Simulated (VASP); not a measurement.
# Mg3TeSe2 (P-3m1) in VASP: a series of runs

Mg3TeSe2 is run at these levels: PBE; tasks: single point, relaxation of cell and atoms.

All numbers are computed with VASP 6.6.1; they aren't measurements. Logs are shortened: lines on timing, memory, paths and dates and some standing lists are left out, and cuts for length are marked.

## (1) The cell of the first run

Symmetry: P-3m1, No. 164, trigonal system. Conventional cell: a = 4.011 Å, b = 4.011 Å, c = 9.819 Å, α = 90.00°, β = 90.00°, γ = 120.00°. Mg (site symmetry 3m) has 3 Se at 2.79 Å and 3 Te at 2.92 Å within 3.7 Å. Within 3.7 Å of Mg (site symmetry -3m) lie 6 Se at 2.80 Å. Te (site symmetry -3m) has 6 Mg at 2.92 Å within 3.9 Å. Within 3.7 Å of Se (site symmetry 3m) lie 6 Mg at 2.79 to 2.80 Å.

## (2) Single point, PBE

INCAR

```
SYSTEM = Mg3TeSe2
PREC = Accurate
ENCUT = 520
EDIFF = 1E-6
ISMEAR = 0
SIGMA = 0.1
LREAL = .FALSE.
LASPH = .TRUE.
NELM = 60
ALGO = Normal
ISIF = 2
LWAVE = .FALSE.
LCHARG = .FALSE.
GGA = PE
NBANDS = 21
```

KPOINTS

```
regular mesh
0
G
  6 6 2
  0 0 0
```

POSCAR

```
Mg3TeSe2
1.0
    4.0109396276      0.0000000028      0.0000000000
   -2.0054698162      3.4735756091      0.0000000000
    0.0000000000      0.0000000000      9.8192260797
Mg Te Se
3 1 2
Direct
    0.3333333333      0.6666666667      0.1816794331
    0.6666666667      0.3333333333      0.8183205669
    0.0000000000      0.0000000000      0.5000000000
    0.0000000000      0.0000000000      0.0000000000
    0.3333333333      0.6666666667      0.6594291615
    0.6666666667      0.3333333333      0.3405708385
```

Potentials or basis: VASP PAW PBE potentials, release 64 (Mg, Te, Se).

Started as:

```sh
$ cat potpaw_PBE.64/Mg/POTCAR potpaw_PBE.64/Te/POTCAR potpaw_PBE.64/Se/POTCAR > POTCAR
$ mpirun -np 1 vasp_std > vasp.out
```

OUTCAR:

```text
SYSTEM = Mg3TeSe2
   PREC = Accurate
   ENCUT = 520
   EDIFF = 1E-6
   ISMEAR = 0
   LREAL = .FALSE.
   LASPH = .TRUE.
   NELM = 60
   ISIF = 2
   GGA = PE

 ion  position               nearest neighbor table
   1  0.333  0.667  0.182-   6 2.79   6 2.79   6 2.79   4 2.92   4 2.92   4 2.92
   2  0.667  0.333  0.818-   5 2.79   5 2.79   5 2.79   4 2.92   4 2.92   4 2.92
   3  0.000  0.000  0.500-   5 2.80   6 2.80   5 2.80   6 2.80   6 2.80   5 2.80
   4  0.000  0.000  0.000-   1 2.92   2 2.92   1 2.92   2 2.92   2 2.92   1 2.92
   5  0.333  0.667  0.659-   2 2.79   2 2.79   2 2.79   3 2.80   3 2.80   3 2.80
   6  0.667  0.333  0.341-   1 2.79   1 2.79   1 2.79   3 2.80   3 2.80   3 2.80

  LATTYP: Found a hexagonal cell.
 ALAT       =     4.0109396276
 C/A-ratio  =     2.4481111638

  Lattice vectors:

 A1 = (   4.0109396276,   0.0000000028,   0.0000000000)
 A2 = (  -2.0054698162,   3.4735756091,   0.0000000000)
 A3 = (   0.0000000000,   0.0000000000,   9.8192260797)

Analysis of symmetry for initial positions (statically):
=====================================================================
 Subroutine PRICEL returns:
 Original cell was already a primitive cell.

 Routine SETGRP: Setting up the symmetry group for a
 hexagonal supercell.

 Subroutine GETGRP returns: Found 12 space group operations
 (whereof 12 operations were pure point group operations)
 out of a pool of 24 trial point group operations.

The static configuration has the point symmetry D_3d.

Analysis of symmetry for dynamics (positions and initial velocities):
=====================================================================
 Subroutine PRICEL returns:
 Original cell was already a primitive cell.

 Routine SETGRP: Setting up the symmetry group for a
 hexagonal supercell.

 Subroutine GETGRP returns: Found 12 space group operations
 (whereof 12 operations were pure point group operations)
 out of a pool of 24 trial point group operations.

The dynamic configuration has the point symmetry D_3d.

 Subroutine INISYM returns: Found 12 space group operations
 (whereof 12 operations are pure point group operations),
 and found     1 'primitive' translations

----------------------------------------------------------------------------------------

                                     Primitive cell

  volume of cell :     136.8044

  direct lattice vectors                    reciprocal lattice vectors
     4.010939628  0.000000003  0.000000000     0.249318138  0.143943894  0.000000000
    -2.005469816  3.473575609  0.000000000    -0.000000000  0.287887788  0.000000000
     0.000000000  0.000000000  9.819226080     0.000000000  0.000000000  0.101841020
[... 87 lines left out ...]
   ISIF   =      2    stress and relaxation
   ISYM   =      2    0-nonsym 1-usesym 2-fastsym
   POTIM  = 0.5000    time-step for ionic-motion
   TEBEG  =    0.0;   TEEND  =   0.0 temperature during run
   PSTRESS=    0.0 pullay stress
   NELECT =      24.0000    total number of electrons
   NUPDOWN=      -1.0000    fix difference up-down
   EMIN   =  10.00;   EMAX   =-10.00  energy-range for DOS
   EFERMI =   0.00;   METHOD = LEGACY
   ISMEAR =     0;   SIGMA  =   0.10  broadening in eV -4-tet -1-fermi 0-gaus
   EFERMI_NEDOS =   21; number of points for ismear=-14 and -15
   IALGO  =     38    algorithm
   IMIX   =      4    mixing-type and parameters
     AMIX     =   0.40;   BMIX     =  1.00
     AMIX_MAG =   1.60;   BMIX_MAG =  1.00
  volume/ion in A,a.u.               =      22.80       153.87
  Fermi-wavevector in a.u.,A,eV,Ry     =   0.916457  1.731852 11.427432  0.839893
  Thomas-Fermi vector in A             =   2.041314
   LORBIT       =      0    0 simple, 1 ext, 2 COOP (PROOUT), +10 PAW based schemes
   GGA     = PE    functional components
   LHFCALC =     F    Hartree Fock is set to
   AEXX    =    0.0000 exact exchange contribution
   IVDW    =     0    specifies the selected vdW correction
   LEPSILON=     F    determine dielectric tensor
   LRPA    =     F    only Hartree local field effects (RPA)
 non-spin polarized calculation
 Gauss-broadening in eV      SIGMA  =   0.10
  energy-cutoff  :      520.00
  volume of cell :      136.80
 maximum number of plane-waves:      3715
 NGX is ok and might be reduce to    30
   NGX = 15   NGY = 15   NGZ = 37

 number of electron      24.0000000 magnetization

 Free energy of the ion-electron system (eV)
  ---------------------------------------------------
  ext. energy  EPLUGINS =         0.00000000
  ---------------------------------------------------
  free energy    TOTEN  =       -21.08523681 eV

  energy without entropy =      -21.08521927  energy(sigma->0) =      -21.08522804

 E-fermi :   4.5317     XC(G=0):  -9.2385

 val. band max:        4.2947524958   @ k =   0.0000   0.0000   0.0000
 cond. band min:       4.7683317169   @ k =   0.5000   0.0000   0.0000
 fundamental gap:      0.4735792211
 Fermi energy:         4.5317012498

 k-point     1 :       0.0000    0.0000    0.0000
  band No.  band energies     occupation
      1      -9.1804      2.00000
      2      -8.6328      2.00000
      3      -7.0301      2.00000
      4      -0.3767      2.00000
      5      -0.3329      2.00000
      6       2.6213      2.00000
[... 325 lines left out ...]
     20      10.9426      0.00000
     21      10.9968      0.00000

------------------------ aborting loop because EDIFF is reached ----------------------------------------

  FORCE on cell =-STRESS in cart. coord.  units (eV):
  Direction    XX          YY          ZZ          XY          YZ          ZX
  --------------------------------------------------------------------------------------
  -------------------------------------------------------------------------------------
  Total       -0.1209412     -0.1209412     -0.1152138     -0.0000000     -0.0000000     -0.0000000
  in kB       -1.4163966     -1.4163966     -1.3493196     -0.0000000     -0.0000000     -0.0000000
  external PRESSURE =      -1.3940376 kB  Pullay stress =       0.0000000 kB

 VOLUME and BASIS-vectors are now :
 -----------------------------------------------------------------------------
  energy-cutoff  :      520.00
  volume of cell :      136.80
      direct lattice vectors                 reciprocal lattice vectors
     4.010939628  0.000000003  0.000000000     0.249318138  0.143943894  0.000000000
    -2.005469816  3.473575609  0.000000000    -0.000000000  0.287887788  0.000000000
     0.000000000  0.000000000  9.819226080     0.000000000  0.000000000  0.101841020

 POSITION                                       TOTAL-FORCE (eV/Angst)
 -----------------------------------------------------------------------------------
     -0.00000      2.31572      1.78395         0.000000     -0.000000      0.004918
      2.00547      1.15786      8.03527        -0.000000      0.000000     -0.004918
      0.00000      0.00000      4.90961         0.000000     -0.000000      0.000000
      0.00000      0.00000      0.00000         0.000000     -0.000000      0.000000
     -0.00000      2.31572      6.47508        -0.000000     -0.000000     -0.005258
      2.00547      1.15786      3.34414        -0.000000      0.000000      0.005258
 -----------------------------------------------------------------------------------
    total drift:                                0.000000     -0.000000      0.000000

  FREE ENERGIE OF THE ION-ELECTRON SYSTEM (eV)
  ---------------------------------------------------
  free  energy   TOTEN  =       -21.0852368089 eV

  energy  without entropy=      -21.0852192659  energy(sigma->0) =      -21.08522804
```

Run time: 32 s. Hardware: 1 thread of Intel Xeon 6975P-C (Granite Rapids), shared host; peak memory 0.26 GiB.

Results:

| Item | Value |
| --- | --- |
| Free energy | -21.0852 eV |
| Pressure | -0.1 GPa |
| Largest force | 0.005 eV/Å |
| Band gap on the k mesh | 0.47 eV, indirect (least direct gap 1.19 eV) |

Forces in eV/Å, atoms in the order of the input:
```
Mg   0.000  0.000  0.005
Mg   0.000  0.000 -0.005
Mg   0.000  0.000  0.000
Te   0.000  0.000  0.000
Se   0.000  0.000 -0.005
Se   0.000  0.000  0.005
```

Caveat: spin-orbit coupling is left out, which moves the levels of the heavy elements.

## (3) Single point, PBE

This run uses another cell than the first one, of 24.21 Å³/atom, 1.062 times its volume.

INCAR

```
SYSTEM = Mg3TeSe2
  PREC = Accurate
  ENCUT = 520
  EDIFF = 1E-6
  ISMEAR = 0
  SIGMA = 0.1
  LREAL = .False.
  LASPH = .True.
  NELM = 100
  ALGO = Normal
  ISIF = 2
  LWAVE = .False.
  LCHARG = .False.
  GGA = PE
  NBANDS = 21
```

KPOINTS

```
regular mesh
0
Gamma
  6 6 2
  0 0 0
```

POSCAR

```
Mg3TeSe2
1.0
    4.0814149900      0.0000000000      0.0000000000
   -2.0407075000      3.5346090700      0.0000000000
    0.0000000000      0.0000000000     10.0682944000
Mg Te Se
3 1 2
Direct
    0.3333333300      0.6666666700      0.1657571800
    0.6666666700      0.3333333300      0.8342428200
    0.0000000000      0.0000000000      0.5000000000
    0.0000000000      0.0000000000      0.0000000000
    0.3333333300      0.6666666700      0.6686666600
    0.6666666700      0.3333333300      0.3313333400
```

Potentials or basis: VASP PAW PBE potentials, release 64 (Mg, Te, Se).

Started as:

```sh
$ cat potpaw_PBE.64/Mg/POTCAR potpaw_PBE.64/Te/POTCAR potpaw_PBE.64/Se/POTCAR > POTCAR
$ mpirun -np 1 vasp_std > vasp.out
```

Wall time 27 s (1 thread of Intel Xeon 6975P-C (Granite Rapids), shared host); peak memory 0.26 GiB.

It converged, with:

* Free energy: -20.8469 eV
* Pressure: -2.6 GPa
* Largest force: 0.857 eV/Å
* Band gap on the k mesh: 1.00 eV, indirect (least direct gap 1.65 eV)

Forces on the atoms (eV/Å):
```
Mg   0.000  0.000  0.857
Mg   0.000  0.000 -0.857
Mg   0.000  0.000  0.000
Te   0.000  0.000  0.000
Se   0.000  0.000 -0.181
Se   0.000  0.000  0.181
```

Stress tensor (GPa, compression positive):
```
-2.35  0.00  0.00
 0.00 -2.35  0.00
 0.00  0.00 -3.15
```

Levels at points of the mesh, in eV from the valence-band top:
```
           k point  band 9  band 10  band 11  band 12  band 13  band 14  band 15  band 16
(0.00, 0.00, 0.00)   -0.46    -0.19     0.00     0.00     1.65     3.41     3.73     5.37
(0.50, 0.00, 0.00)   -1.61    -1.57    -1.00    -0.88     1.00     3.24     3.67     3.86
(0.00, 0.00, 0.50)   -0.38    -0.38    -0.04    -0.04     2.87     3.04     3.72     5.19
(0.50, 0.00, 0.50)   -1.52    -1.44    -0.63    -0.59     1.79     2.19     3.30     4.43
```

Caveat: spin-orbit coupling is left out, which moves the levels of the heavy elements.

## (4) Relaxation of cell and atoms, PBE

This run uses another cell than the first one, of 24.21 Å³/atom, 1.062 times its volume.

INCAR

```
SYSTEM = Mg3TeSe2
  PREC = Accurate
  ENCUT = 600
  EDIFF = 1E-6
  ISMEAR = 0
  SIGMA = 0.1
  LREAL = .FALSE.
  LASPH = .TRUE.
  NELM = 100
  ALGO = Normal
  ISIF = 3
  LWAVE = .FALSE.
  LCHARG = .FALSE.
  GGA = PE
  IBRION = 2
  NSW = 90
  EDIFFG = -0.04
```

KPOINTS

```
Automatic mesh
0
G
  6 6 2
  0 0 0
```

POSCAR is that of step 3.

Potentials or basis: VASP PAW PBE potentials, release 64 (Mg, Te, Se).

Started as:

```sh
$ cat potpaw_PBE.64/Mg/POTCAR potpaw_PBE.64/Te/POTCAR potpaw_PBE.64/Se/POTCAR > POTCAR
$ mpirun -np 1 vasp_std > vasp.out
```

OUTCAR:

```text
SYSTEM = Mg3TeSe2
   PREC = Accurate
   ENCUT = 600
   EDIFF = 1E-6
   ISMEAR = 0
   LREAL = .FALSE.
   LASPH = .TRUE.
   NELM = 100
   ISIF = 3
   GGA = PE
   IBRION = 2
   NSW = 90
   EDIFFG = -0.04

 ion  position               nearest neighbor table
   1  0.333  0.667  0.166-   6 2.89   6 2.89   6 2.89   4 2.89   4 2.89   4 2.89
   2  0.667  0.333  0.834-   5 2.89   5 2.89   5 2.89   4 2.89   4 2.89   4 2.89
   3  0.000  0.000  0.500-   5 2.90   6 2.90   6 2.90   5 2.90   6 2.90   5 2.90
   4  0.000  0.000  0.000-   1 2.89   2 2.89   2 2.89   1 2.89   2 2.89   1 2.89
   5  0.333  0.667  0.669-   2 2.89   2 2.89   2 2.89   3 2.90   3 2.90   3 2.90
   6  0.667  0.333  0.331-   1 2.89   1 2.89   1 2.89   3 2.90   3 2.90   3 2.90

  LATTYP: Found a hexagonal cell.
 ALAT       =     4.0814149900
[... 188 lines left out ...]
  -------------------------------------------------------------------------------------
  Total       -2.1368775     -2.1368775     -2.8576252      0.0000000      0.0000000      0.0000000
  in kB      -23.5712258    -23.5712259    -31.5215670      0.0000000      0.0000000      0.0000000
  external PRESSURE =     -26.2213396 kB  Pullay stress =       0.0000000 kB
[... 267 lines left out ...]
--------------------------------------- Ionic step        8  -------------------------------------------

 number of electron      23.9999999 magnetization

 Free energy of the ion-electron system (eV)
  ---------------------------------------------------
  ext. energy  EPLUGINS =         0.00000000
  ---------------------------------------------------
  free energy    TOTEN  =       -21.08551375 eV

  energy without entropy =      -21.08550000  energy(sigma->0) =      -21.08550687

 E-fermi :   4.5835     XC(G=0):  -9.2609

 val. band max:        4.3416551484   @ k =   0.0000   0.0000   0.0000
 cond. band min:       4.8252056245   @ k =   0.5000  -0.0000   0.0000
 fundamental gap:      0.4835504761
 Fermi energy:         4.5834916841

 k-point     1 :       0.0000    0.0000    0.0000
  band No.  band energies     occupation
      1      -9.1547      2.00000
      2      -8.5996      2.00000
      3      -7.0159      2.00000
      4      -0.3556      2.00000
      5      -0.3054      2.00000
      6       2.6720      2.00000
[... 288 lines left out ...]
  FREE ENERGIE OF THE ION-ELECTRON SYSTEM (eV)
  ---------------------------------------------------
  free  energy   TOTEN  =       -21.0855137464 eV

  energy  without entropy=      -21.0854999962  energy(sigma->0) =      -21.08550687

 reached required accuracy - stopping structural energy minimisation
```

Run time: 2.2 min. Hardware: 1 thread of Intel Xeon 6975P-C (Granite Rapids), shared host; peak memory 0.35 GiB.

What came out:

- Free energy: -21.0855 eV
- Relaxed volume: 22.67 Å³/atom
- Relaxed cell: a = 4.002 Å, b = 4.002 Å, c = 9.806 Å, α = 90.00°, β = 90.00°, γ = 120.00°
- Space group after relaxing (to 0.05 Å): P-3m1 (No. 164)
- Energy gained by relaxing: 39.7 meV/atom
- Ionic steps: 8
- Pressure after relaxing: 0.2 GPa
- Largest force after relaxing: 0.025 eV/Å
- Band gap on the k mesh: 0.48 eV, indirect (least direct gap 1.22 eV)

Forces on the atoms (eV/Å):
```
Mg   0.000  0.000  0.025
Mg   0.000  0.000 -0.025
Mg   0.000  0.000  0.000
Te   0.000  0.000  0.000
Se   0.000  0.000  0.005
Se   0.000  0.000 -0.005
```

The path:
```csv
step,energy change (eV),largest force (eV/Å),pressure (GPa),volume (Å³)
1,0.0000,0.8571,-2.62,145.25
2,-0.1376,0.6808,0.07,137.08
3,-0.1472,0.6091,1.18,134.34
4,-0.2024,0.2840,0.67,135.12
5,-0.2268,0.2731,0.14,136.11
6,-0.2358,0.1355,-0.10,136.69
7,-0.2379,0.0342,-0.28,137.13
8,-0.2385,0.0248,0.17,136.03
```

Final structure:
```cif
data_structure
_symmetry_space_group_name_H-M 'P 1'
_symmetry_Int_Tables_number 1
_cell_length_a 4.0022
_cell_length_b 4.0022
_cell_length_c 9.8064
_cell_angle_alpha 90.000
_cell_angle_beta 90.000
_cell_angle_gamma 120.000
_cell_volume 136.03
loop_
_atom_site_label
_atom_site_type_symbol
_atom_site_fract_x
_atom_site_fract_y
_atom_site_fract_z
_atom_site_occupancy
Mg1 Mg 0.33333 0.66667 0.18148 1
Mg2 Mg 0.66667 0.33333 0.81852 1
Mg3 Mg 0.00000 0.00000 0.50000 1
Te1 Te 0.00000 0.00000 0.00000 1
Se1 Se 0.33333 0.66667 0.65935 1
Se2 Se 0.66667 0.33333 0.34065 1
```

Caveat: spin-orbit coupling is left out, which moves the levels of the heavy elements.

## (5) The runs side by side

| task | cell | cutoff (eV) | gap on the mesh (eV) | pressure (GPa) | largest force (eV/Å) |
| --- | --- | --- | --- | --- | --- |
| single point | a = 4.011, b = 4.011, c = 9.819 Å, angles 90.0, 90.0, 120.0°, 6 atoms | 520 | 0.47 | -0.1 | 0.01 |
| single point | a = 4.081, b = 4.081, c = 10.068 Å, angles 90.0, 90.0, 120.0°, 6 atoms | 520 | 1.00 | -2.6 | 0.86 |
| relaxation of cell and atoms | relaxed from a = 4.081, b = 4.081, c = 10.068 Å, angles 90.0, 90.0, 120.0°, 6 atoms | 600 | 0.48 | 0.2 | 0.02 |

Alike in all rows: level PBE; potentials or basis VASP PAW PBE potentials, release 64 (Mg, Te, Se); no spin polarisation; k mesh 6 × 6 × 2; smearing gaussian 0.1 eV.

Caveats: spin-orbit coupling is left out, which moves the levels of the heavy elements.

Absolute energies hang on the potentials; compare differences alone.
